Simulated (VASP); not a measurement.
# MgHgBr3 (Pm-3m) in VASP: single point with PBE

Aim: the single point of MgHgBr3 with PBE.

All numbers are computed with VASP 6.6.1; they aren't measurements. Logs are shortened: lines on timing, memory, paths and dates and some standing lists are left out, and cuts for length are marked.

## (1) The cell of the first run

The structure is cubic, space group Pm-3m (No. 221). Conventional cell: a = 5.343 Å, b = 5.343 Å, c = 5.343 Å, α = 90.00°, β = 90.00°, γ = 90.00°. Mg (site symmetry m-3m) has 6 Br at 2.67 Å within 3.5 Å. Within 5.0 Å of Hg (site symmetry m-3m) lie 12 Br at 3.78 Å and 8 Mg at 4.63 Å. Br (site symmetry 4/mmm) has 2 Mg at 2.67 Å within 3.5 Å.

The cell was generated, and may not be a known phase.

## (2) Single point, PBE

INCAR

```
SYSTEM = MgHgBr3
  PREC = Accurate
  ENCUT = 520
  EDIFF = 1E-6
  ISMEAR = 0
  SIGMA = 0.1
  LREAL = .False.
  LASPH = .True.
  NELM = 80
  ALGO = Normal
  ISIF = 2
  LWAVE = .False.
  LCHARG = .False.
  GGA = PE
  NBANDS = 26
```

KPOINTS

```
Automatic mesh
0
Gamma
  4 4 4
  0 0 0
```

POSCAR

```
MgHgBr3
1.0
    5.3426546900      0.0000000000      0.0000000000
    0.0000000000      5.3426546900      0.0000000000
    0.0000000000      0.0000000000      5.3426546900
Mg Hg Br
1 1 3
Direct
    0.5000000000      0.5000000000      0.5000000000
    0.0000000000      0.0000000000      0.0000000000
    0.5000000000      0.0000000000      0.5000000000
    0.0000000000      0.5000000000      0.5000000000
    0.5000000000      0.5000000000      0.0000000000
```

Potentials or basis: VASP PAW PBE potentials, release 64 (Mg, Hg, Br).

Command:

```sh
$ cat potpaw_PBE.64/Mg/POTCAR potpaw_PBE.64/Hg/POTCAR potpaw_PBE.64/Br/POTCAR > POTCAR
$ mpirun -np 1 vasp_std > vasp.out
```

OUTCAR:

```text
SYSTEM = MgHgBr3
   PREC = Accurate
   ENCUT = 520
   EDIFF = 1E-6
   ISMEAR = 0
   LREAL = .False.
   LASPH = .True.
   NELM = 80
   ISIF = 2
   GGA = PE

 ion  position               nearest neighbor table
   1  0.500  0.500  0.500-   3 2.67   4 2.67   5 2.67   5 2.67   3 2.67   4 2.67
   2  0.000  0.000  0.000-
   3  0.500  0.000  0.500-   1 2.67   1 2.67
   4  0.000  0.500  0.500-   1 2.67   1 2.67
   5  0.500  0.500  0.000-   1 2.67   1 2.67

  LATTYP: Found a simple cubic cell.
 ALAT       =     5.3426546900

  Lattice vectors:

 A1 = (   5.3426546900,   0.0000000000,   0.0000000000)
 A2 = (   0.0000000000,   5.3426546900,   0.0000000000)
 A3 = (   0.0000000000,   0.0000000000,   5.3426546900)

Analysis of symmetry for initial positions (statically):
=====================================================================
 Subroutine PRICEL returns:
 Original cell was already a primitive cell.

 Routine SETGRP: Setting up the symmetry group for a
 simple cubic supercell.

 Subroutine GETGRP returns: Found 48 space group operations
 (whereof 48 operations were pure point group operations)
 out of a pool of 48 trial point group operations.

The static configuration has the point symmetry O_h .

Analysis of symmetry for dynamics (positions and initial velocities):
=====================================================================
 Subroutine PRICEL returns:
 Original cell was already a primitive cell.

 Routine SETGRP: Setting up the symmetry group for a
 simple cubic supercell.

 Subroutine GETGRP returns: Found 48 space group operations
 (whereof 48 operations were pure point group operations)
 out of a pool of 48 trial point group operations.

The dynamic configuration has the point symmetry O_h .

 Subroutine INISYM returns: Found 48 space group operations
 (whereof 48 operations are pure point group operations),
 and found     1 'primitive' translations

----------------------------------------------------------------------------------------

                                     Primitive cell

  volume of cell :     152.5005

  direct lattice vectors                    reciprocal lattice vectors
     5.342654690  0.000000000  0.000000000     0.187172868  0.000000000  0.000000000
     0.000000000  5.342654690  0.000000000     0.000000000  0.187172868  0.000000000
     0.000000000  0.000000000  5.342654690     0.000000000  0.000000000  0.187172868

  length of vectors
     5.342654690  5.342654690  5.342654690     0.187172868  0.187172868  0.187172868

  position of ions in fractional coordinates (direct lattice)
     0.500000000  0.500000000  0.500000000
     0.000000000  0.000000000  0.000000000
     0.500000000  0.000000000  0.500000000
     0.000000000  0.500000000  0.500000000
     0.500000000  0.500000000  0.000000000

  ion indices of the primitive-cell ions
   primitive index   ion index
                 1           1
                 2           2
                 3           3
                 4           4
                 5           5

----------------------------------------------------------------------------------------

 KPOINTS: Automatic mesh

Automatic generation of k-mesh.
 Grid dimensions read from file:
 generate k-points for:    4    4    4

 Generating k-lattice:

  Cartesian coordinates                     Fractional coordinates (reciprocal lattice)
     0.046793217  0.000000000  0.000000000     0.250000000  0.000000000  0.000000000
     0.000000000  0.046793217  0.000000000     0.000000000  0.250000000  0.000000000
     0.000000000  0.000000000  0.046793217     0.000000000  0.000000000  0.250000000

  Length of vectors
     0.046793217  0.046793217  0.046793217

  Shift w.r.t. Gamma in fractional coordinates (k-lattice)
     0.000000000  0.000000000  0.000000000

 Subroutine IBZKPT returns following result:
 ===========================================

 Found     10 irreducible k-points:

 Following reciprocal coordinates:
            Coordinates               Weight
  0.000000  0.000000  0.000000      1.000000
  0.250000  0.000000  0.000000      6.000000
  0.500000  0.000000  0.000000      3.000000
  0.250000  0.250000  0.000000     12.000000
  0.500000  0.250000  0.000000     12.000000
  0.500000  0.500000  0.000000      3.000000
  0.250000  0.250000  0.250000      8.000000
  0.500000  0.250000  0.250000     12.000000
  0.500000  0.500000  0.250000      6.000000
  0.500000  0.500000  0.500000      1.000000
   k-points           NKPTS =     10   k-points in BZ     NKDIM =     10   number of bands    NBANDS=     26
   number of dos      NEDOS =    301   number of ions     NIONS =      5
   total plane-waves  NPLWV =  64000
   dimension x,y,z NGX =    40 NGY =   40 NGZ =   40
   dimension x,y,z NGXF=    80 NGYF=   80 NGZF=   80
   ions per type =               1   1   3
   NGX,Y,Z   is equivalent  to a cutoff of  12.45, 12.45, 12.45 a.u.
   NGXF,Y,Z  is equivalent  to a cutoff of  24.89, 24.89, 24.89 a.u.
 SYSTEM =  MgHgBr3
   PREC   = accura    normal or accurate (medium, high low for compatibility)
   ISTART =      0    job   : 0-new  1-cont  2-samecut
   ICHARG =      2    charge: 1-file 2-atom 10-const
   ISPIN  =      1    spin polarized calculation?
   LNONCOLLINEAR =      F non collinear calculations
   LSORBIT =      F    spin-orbit coupling
   LASPH  =      T    aspherical Exc in radial PAW
   ENCUT  =  520.0 eV  38.22 Ry    6.18 a.u.   9.93  9.93  9.93*2*pi/ulx,y,z
   NELM   =     80;   NELMIN=  2; NELMDL= -5     # of ELM steps
   EDIFF  = 0.1E-05   stopping-criterion for ELM
   LREAL  =      F    real-space projection
   EDIFFG = 0.1E-04   stopping-criterion for IOM
   NSW    =      0    number of steps for IOM
   IBRION =     -1    ionic relax: 0-MD 1-quasi-New 2-CG
   NFREE  =      0    steps in history (QN), initial steepest desc. (CG)
   ISIF   =      2    stress and relaxation
   ISYM   =      2    0-nonsym 1-usesym 2-fastsym
   POTIM  = 0.5000    time-step for ionic-motion
   TEBEG  =    0.0;   TEEND  =   0.0 temperature during run
   PSTRESS=    0.0 pullay stress
   NELECT =      35.0000    total number of electrons
   NUPDOWN=      -1.0000    fix difference up-down
   EMIN   =  10.00;   EMAX   =-10.00  energy-range for DOS
   EFERMI =   0.00;   METHOD = LEGACY
   ISMEAR =     0;   SIGMA  =   0.10  broadening in eV -4-tet -1-fermi 0-gaus
   EFERMI_NEDOS =   21; number of points for ismear=-14 and -15
   IALGO  =     38    algorithm
   IMIX   =      4    mixing-type and parameters
     AMIX     =   0.40;   BMIX     =  1.00
     AMIX_MAG =   1.60;   BMIX_MAG =  1.00
  volume/ion in A,a.u.               =      30.50       205.82
  Fermi-wavevector in a.u.,A,eV,Ry     =   1.002322  1.894113 13.669073  1.004649
  Thomas-Fermi vector in A             =   2.134801
   LORBIT       =      0    0 simple, 1 ext, 2 COOP (PROOUT), +10 PAW based schemes
   GGA     = PE    functional components
   LHFCALC =     F    Hartree Fock is set to
   AEXX    =    0.0000 exact exchange contribution
   IVDW    =     0    specifies the selected vdW correction
   LEPSILON=     F    determine dielectric tensor
   LRPA    =     F    only Hartree local field effects (RPA)
 non-spin polarized calculation
 Gauss-broadening in eV      SIGMA  =   0.10
  energy-cutoff  :      520.00
  volume of cell :      152.50
 maximum number of plane-waves:      4130
 NGX is ok and might be reduce to    40
   NGX = 19   NGY = 19   NGZ = 19

 number of electron      34.9999991 magnetization

 Free energy of the ion-electron system (eV)
  ---------------------------------------------------
  ext. energy  EPLUGINS =         0.00000000
  ---------------------------------------------------
  free energy    TOTEN  =       -10.30292215 eV

  energy without entropy =      -10.27615711  energy(sigma->0) =      -10.28953963

 E-fermi :  -0.2469     XC(G=0):  -8.3232

 val. band max:       -0.2700073607   @ k =   0.2500   0.2500   0.2500
 cond. band min:      -0.2035896093   @ k =   0.2500   0.2500   0.0000
 fundamental gap:      0.0664177513
 Fermi energy:        -0.2469459059

 k-point     1 :       0.0000    0.0000    0.0000
  band No.  band energies     occupation
      1     -14.1049      2.00000
      2     -13.3939      2.00000
      3     -13.3939      2.00000
      4      -4.8602      2.00000
      5      -4.8602      2.00000
      6      -4.8540      2.00000
[... 18 lines left out ...]
     25       7.0254      0.00000
     26       7.3582      0.00000

 k-point     2 :       0.2500    0.0000    0.0000
  band No.  band energies     occupation
      1     -14.0183      2.00000
      2     -13.4846      2.00000
      3     -13.3908      2.00000
      4      -4.8828      2.00000
      5      -4.8828      2.00000
      6      -4.8785      2.00000
[... 18 lines left out ...]
     25       8.1566      0.00000
     26       8.1567      0.00000

 k-point     3 :       0.5000    0.0000    0.0000
  band No.  band energies     occupation
      1     -13.8795      2.00000
      2     -13.6277      2.00000
      3     -13.3877      2.00000
      4      -4.9096      2.00000
      5      -4.9096      2.00000
      6      -4.8969      2.00000
[... 18 lines left out ...]
     25       9.1936      0.00000
     26       9.7774      0.00000

 k-point     4 :       0.2500    0.2500    0.0000
  band No.  band energies     occupation
      1     -13.9386      2.00000
      2     -13.5081      2.00000
      3     -13.4423      2.00000
      4      -4.8950      2.00000
      5      -4.8825      2.00000
      6      -4.8735      2.00000
[... 18 lines left out ...]
     25       8.0739      0.00000
     26       8.6506      0.00000

 k-point     5 :       0.5000    0.2500    0.0000
  band No.  band energies     occupation
      1     -13.8057      2.00000
      2     -13.6219      2.00000
      3     -13.4568      2.00000
      4      -4.9015      2.00000
      5      -4.8886      2.00000
      6      -4.8885      2.00000
[... 18 lines left out ...]
     25       8.4367      0.00000
     26       9.3521      0.00000

 k-point     6 :       0.5000    0.5000    0.0000
  band No.  band energies     occupation
      1     -13.6418      2.00000
      2     -13.6160      2.00000
      3     -13.6160      2.00000
      4      -4.8935      2.00000
      5      -4.8935      2.00000
      6      -4.8900      2.00000
[... 18 lines left out ...]
     25       8.7885      0.00000
     26       9.6884      0.00000

 k-point     7 :       0.2500    0.2500    0.2500
  band No.  band energies     occupation
      1     -13.8687      2.00000
      2     -13.5047      2.00000
      3     -13.5047      2.00000
      4      -4.9011      2.00000
      5      -4.8830      2.00000
      6      -4.8830      2.00000
[... 18 lines left out ...]
     25       8.4448      0.00000
     26       8.9206      0.00000

 k-point     8 :       0.5000    0.2500    0.2500
  band No.  band energies     occupation
      1     -13.7489      2.00000
      2     -13.6172      2.00000
      3     -13.5013      2.00000
      4      -4.8964      2.00000
      5      -4.8785      2.00000
      6      -4.8712      2.00000
[... 18 lines left out ...]
     25       8.4445      0.00000
     26       9.3324      0.00000

 k-point     9 :       0.5000    0.5000    0.2500
  band No.  band energies     occupation
      1     -13.6254      2.00000
      2     -13.6124      2.00000
      3     -13.6124      2.00000
      4      -4.8727      2.00000
      5      -4.8711      2.00000
      6      -4.8711      2.00000
[... 18 lines left out ...]
     25       8.5483      0.00000
     26       9.9715      0.00000

 k-point    10 :       0.5000    0.5000    0.5000
  band No.  band energies     occupation
      1     -13.6088      2.00000
      2     -13.6088      2.00000
      3     -13.6088      2.00000
      4      -5.0140      2.00000
      5      -4.8460      2.00000
      6      -4.8460      2.00000
[... 18 lines left out ...]
     25       9.0752      0.00000
     26      10.0262      0.00000

------------------------ aborting loop because EDIFF is reached ----------------------------------------

  FORCE on cell =-STRESS in cart. coord.  units (eV):
  Direction    XX          YY          ZZ          XY          YZ          ZX
  --------------------------------------------------------------------------------------
  -------------------------------------------------------------------------------------
  Total       -0.6752033     -0.6752033     -0.6752033     -0.0000000     -0.0000000      0.0000000
  in kB       -7.0937167     -7.0937167     -7.0937167     -0.0000000     -0.0000000      0.0000000
  external PRESSURE =      -7.0937167 kB  Pullay stress =       0.0000000 kB

 VOLUME and BASIS-vectors are now :
 -----------------------------------------------------------------------------
  energy-cutoff  :      520.00
  volume of cell :      152.50
      direct lattice vectors                 reciprocal lattice vectors
     5.342654690  0.000000000  0.000000000     0.187172868  0.000000000  0.000000000
     0.000000000  5.342654690  0.000000000     0.000000000  0.187172868  0.000000000
     0.000000000  0.000000000  5.342654690     0.000000000  0.000000000  0.187172868

 POSITION                                       TOTAL-FORCE (eV/Angst)
 -----------------------------------------------------------------------------------
      2.67133      2.67133      2.67133         0.000000      0.000000      0.000000
      0.00000      0.00000      0.00000         0.000000      0.000000      0.000000
      2.67133      0.00000      2.67133         0.000000      0.000000      0.000000
      0.00000      2.67133      2.67133         0.000000      0.000000      0.000000
      2.67133      2.67133      0.00000         0.000000      0.000000      0.000000
 -----------------------------------------------------------------------------------
    total drift:                                0.000000     -0.000000     -0.000000

  FREE ENERGIE OF THE ION-ELECTRON SYSTEM (eV)
  ---------------------------------------------------
  free  energy   TOTEN  =       -10.3029221531 eV

  energy  without entropy=      -10.2761571056  energy(sigma->0) =      -10.28953963
```

It took 68 s on 1 thread of AMD EPYC 7R13, shared host; peak memory 0.23 GiB.

What came out:

```yaml
Free_energy: -10.3029 eV
Pressure: -0.7 GPa
Band_gap_on_the_k_mesh: zero (an odd number of electrons rules out a gap without spin polarisation)
```

Caveat: spin-orbit coupling is left out, which moves the levels of the heavy elements; an odd number of electrons without spin polarisation forces a metal; a magnetic or distorted state may lie lower.

The gap in the log of VASP goes by the Fermi energy; the results here count the filled bands.